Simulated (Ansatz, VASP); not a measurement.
TiH5: VASP beside Ansatz

```
CELL_PARAMETERS angstrom
3.59480 0.00000 0.00000
-1.79740 3.11319 0.00000
0.00000 0.00000 4.44717
ATOMIC_POSITIONS crystal
Ti 0.00000 0.00000 0.00000
H 0.33333 0.66667 0.64762
H 0.66667 0.33333 0.64762
H 0.66667 0.33333 0.35238
H 0.33333 0.66667 0.35238
H 0.00000 0.00000 0.50000
```

Alike in both runs: task single point; functional PBE; k mesh 6 × 6 × 4; occupations gaussian, width 0.1 eV; no spin polarisation.

|  | VASP | Ansatz |
| --- | --- | --- |
| version | VASP 6.6.1 | Ansatz 0.2.0 |
| potentials or method | VASP PAW PBE potentials, release 64 (Ti_sv, H), cutoff 520 eV | scalar-relativistic, plane waves, PAW |
| valence electrons in the cell | 17 | 17 |

|  | VASP | Ansatz | Ansatz less VASP |
| --- | --- | --- | --- |
| gap on the k mesh at the Fermi level (eV) | none | none | - |
| pressure (GPa) | -26.2 | -26.1 | +0.13 |
| traceless stress, the component that is largest in VASP (GPa) | -16.67 | -16.72 | -0.043 |
| rms of the force components (eV/Å) | 0.021 | 0.021 | -0.0006 |

Atom by atom the forces differ by 0.001 eV/Å (rms over components). A gap of «none» marks a metal or a gap that the smearing closes.
